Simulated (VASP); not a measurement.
# Mo2As2C3 (C2/m) in VASP: a series of runs, part 2 of 2

VASP 6.6.1.

## (3) Single point, PBEsol

The input, INCAR:

```
SYSTEM = Mo2As2C3
PREC     = Accurate       ! precision mode
ENCUT    = 520            ! plane-wave cutoff, eV
EDIFF    = 1E-7           ! SCF threshold, eV
ISMEAR   = 1              ! smearing method
SIGMA    = 0.0506         ! smearing width, eV
LREAL    = .FALSE.        ! projectors in reciprocal space
LASPH    = .TRUE.         ! aspherical terms in the spheres
NELM     = 60             ! most SCF steps
ALGO     = Normal         ! electronic algorithm
ISIF     = 2              ! what is computed and relaxed
LWAVE    = .FALSE.        ! write WAVECAR
LCHARG   = .FALSE.        ! write CHGCAR
GGA      = PS             ! functional
NBANDS   = 34             ! bands
```

The input, KPOINTS:

```
regular mesh
0
G
  6 6 4
  0 0 0
```

The input, POSCAR:

```
Mo2As2C3
1.0
    0.0000000000      3.1968160000      0.0000000000
    5.6509620000     -1.5984080000      0.0000000000
    2.1509460000      0.0000000000     -5.0403820000
As Mo C
2 2 3
Direct
    0.3914700000      0.7829400000      0.8193700000
    0.6085300000      0.2170600000      0.1806300000
    0.1576600000      0.3153200000      0.6741000000
    0.8423400000      0.6846800000      0.3259000000
    0.2512000000      0.5024000000      0.2680000000
    0.7488000000      0.4976000000      0.7320000000
    0.0000000000      0.0000000000      0.0000000000
```

Potentials or basis: VASP PAW PBE potentials, release 64 (As, Mo_sv, C).

Run with:

```
> cat potpaw_PBE.64/As/POTCAR potpaw_PBE.64/Mo_sv/POTCAR potpaw_PBE.64/C/POTCAR > POTCAR
> mpirun -np 1 vasp_std > vasp.out
```

It took 2.6 min on 1 thread of Intel Xeon 8259CL, shared host; peak memory 0.29 GiB.

It converged, with:

| Quantity | Value |
| --- | --- |
| Free energy | -55.4718 eV |
| Pressure | 8.7 GPa |
| Largest force | 1.662 eV/Å |
| Band gap on the k mesh | zero (bands 25 and 26 overlap by 1.14 eV) |

Forces on the atoms (eV/Å):
```
As   0.343  0.000 -0.127
As  -0.343  0.000  0.127
Mo  -0.142  0.000 -0.931
Mo   0.142  0.000  0.931
C   -1.408  0.000  0.884
C    1.408  0.000 -0.884
C    0.000  0.000  0.000
```

Stress tensor (GPa, compression positive):
```
 4.87  0.00  7.80
 0.00  5.84  0.00
 7.80  0.00 15.37
```

Levels at points of the mesh, in eV from the Fermi level:
| k point | band 23 | band 24 | band 25 | band 26 | band 27 | band 28 |
| --- | --- | --- | --- | --- | --- | --- |
| (0.00, 0.00, 0.00) | -1.32 | -0.80 | 0.04 | 0.60 | 1.74 | 1.76 |
| (0.50, 0.00, 0.00) | -1.33 | -0.54 | -0.46 | -0.07 | 0.32 | 1.36 |
| (0.00, 0.50, 0.00) | -2.15 | 0.28 | 0.67 | 1.00 | 1.43 | 1.60 |
| (0.00, 0.00, 0.50) | -0.42 | -0.31 | 0.77 | 1.12 | 1.45 | 2.05 |
| (0.50, 0.00, 0.50) | -1.89 | -1.17 | -1.11 | 0.24 | 0.81 | 0.96 |
| (0.00, 0.50, 0.50) | -1.09 | -1.06 | 0.36 | 0.51 | 1.17 | 1.27 |

Caveat: the cell stands under pressure; the PAW data sets were made with another functional, which shifts forces and pressure a little.

## (4) Single point, PBEsol

The input, INCAR:

```
SYSTEM = Mo2As2C3
PREC = Accurate ; ENCUT = 520
EDIFF = 1E-7 ; ISMEAR = 1
SIGMA = 0.0506 ; LREAL = .FALSE.
LASPH = .TRUE. ; NELM = 80
ALGO = Normal ; ISIF = 2
LWAVE = .FALSE. ; LCHARG = .TRUE.
GGA = PS ; LELF = .TRUE.
LVHAR = .TRUE. ; NBANDS = 34
```

The input, KPOINTS:

```
regular mesh
0
G
  8 8 5
  0 0 0
```

POSCAR is that of step 3.

Potentials or basis: VASP PAW PBE potentials, release 64 (As, Mo_sv, C).

Run with:

```
> cat potpaw_PBE.64/As/POTCAR potpaw_PBE.64/Mo_sv/POTCAR potpaw_PBE.64/C/POTCAR > POTCAR
> mpirun -np 1 vasp_std > vasp.out
```

OUTCAR:

```text
SYSTEM = Mo2As2C3
   PREC = Accurate
   ENCUT = 520
   EDIFF = 1E-7
   ISMEAR = 1
   LREAL = .FALSE.
   LASPH = .TRUE.
   NELM = 80
   ISIF = 2
   GGA = PS

 ion  position               nearest neighbor table
   1  0.391  0.783  0.819-   5 2.34   6 2.45   6 2.45   7 2.45   7 2.45   3 3.04   4 3.06   4 3.06

   2  0.609  0.217  0.181-   6 2.34   5 2.45   5 2.45   7 2.45   7 2.45   4 3.04   3 3.06   3 3.06

   3  0.158  0.315  0.674-   7 1.97   6 1.99   6 1.99   5 2.06   4 2.73   4 2.73   1 3.04   2 3.06
                             2 3.06
   4  0.842  0.685  0.326-   7 1.97   5 1.99   5 1.99   6 2.06   3 2.73   3 2.73   2 3.04   1 3.06
                             1 3.06
   5  0.251  0.502  0.268-   4 1.99   4 1.99   3 2.06   1 2.34   2 2.45   2 2.45
   6  0.749  0.498  0.732-   3 1.99   3 1.99   4 2.06   2 2.34   1 2.45   1 2.45
   7  0.000  0.000  0.000-   3 1.97   4 1.97   2 2.45   2 2.45   1 2.45   1 2.45

  LATTYP: Found a base centered monoclinic cell.
 ALAT       =    11.3019240000
 B/A-ratio  =     0.2828559102
 C/A-ratio  =     0.4848862684
 COS(beta)  =    -0.3924978115

  Lattice vectors:

 A1 = (  -5.6509620000,  -1.5984080000,   0.0000000000)
 A2 = (  -5.6509620000,   1.5984080000,   0.0000000000)
[... 186 lines left out ...]
 E-fermi :   8.8799     XC(G=0): -12.0175

 val. band max:        8.8787494207   @ k =   0.1250   0.0000   0.0000
 cond. band min:       8.8805622971   @ k =   0.3750   0.1250   0.2000
 fundamental gap:      0.0018128764
 Fermi energy:         8.8798559634

 k-point     1 :       0.0000    0.0000    0.0000
  band No.  band energies     occupation
      1     -52.2091      2.00000
      2     -52.0777      2.00000
      3     -26.8958      2.00000
      4     -26.4643      2.00000
      5     -26.4187      2.00000
      6     -26.2396      2.00000
[... 877 lines left out ...]
     33      13.0603      0.00000
     34      13.7767      0.00000

 [... further k-points ...]
[... 5 lines left out ...]
  --------------------------------------------------------------------------------------
  -------------------------------------------------------------------------------------
  Total        2.7229909      3.2391429      8.7737959      0.0000000      0.0000000      3.9640170
  in kB       47.9129915     56.9950598    154.3812774      0.0000000      0.0000000     69.7497427
  external PRESSURE =      86.4297762 kB  Pullay stress =       0.0000000 kB

 VOLUME and BASIS-vectors are now :
 -----------------------------------------------------------------------------
  energy-cutoff  :      520.00
  volume of cell :       91.05
      direct lattice vectors                 reciprocal lattice vectors
     0.000000000  3.196816000  0.000000000     0.088480510  0.312811247  0.037758408
     5.650962000 -1.598408000  0.000000000     0.176961020  0.000000000  0.075516816
     2.150946000  0.000000000 -5.040382000     0.000000000  0.000000000 -0.198397661

 POSITION                                       TOTAL-FORCE (eV/Angst)
 -----------------------------------------------------------------------------------
      6.18678      0.00000     -4.12994         0.375756     -0.000000     -0.201870
      1.61512      1.59841     -0.91044        -0.375756     -0.000000      0.201870
      3.23181      0.00000     -3.39772        -0.099304     -0.000000     -0.857410
      4.57009      1.59841     -1.64266         0.099304      0.000000      0.857410
      3.41550     -0.00000     -1.35082        -1.344686      0.000000      0.908510
      4.38641      1.59841     -3.68956         1.344686     -0.000000     -0.908510
      0.00000      0.00000      0.00000         0.000000      0.000000      0.000000
 -----------------------------------------------------------------------------------
    total drift:                                0.000000     -0.000000      0.000000

  FREE ENERGIE OF THE ION-ELECTRON SYSTEM (eV)
  ---------------------------------------------------
  free  energy   TOTEN  =       -55.4887052420 eV

  energy  without entropy=      -55.4881574286  energy(sigma->0) =      -55.48852264
```

Run time: 6 min. Hardware: 1 thread of Intel Xeon 8259CL, shared host; peak memory 0.39 GiB.

Results:

```
Free energy            : -55.4887 eV
Pressure               : 8.6 GPa
Largest force          : 1.623 eV/Å
Band gap on the k mesh : zero (bands 25 and 26 overlap by 1.07 eV)
```

Forces in eV/Å, atoms in the order of the input:
```
As   0.376  0.000 -0.202
As  -0.376  0.000  0.202
Mo  -0.099  0.000 -0.857
Mo   0.099  0.000  0.857
C   -1.345  0.000  0.909
C    1.345  0.000 -0.909
C    0.000  0.000  0.000
```

Stress tensor (GPa, compression positive):
```
 4.79  0.00  6.97
 0.00  5.70  0.00
 6.97  0.00 15.44
```

Caveat: the cell stands under pressure; the PAW data sets were made with another functional, which shifts forces and pressure a little.
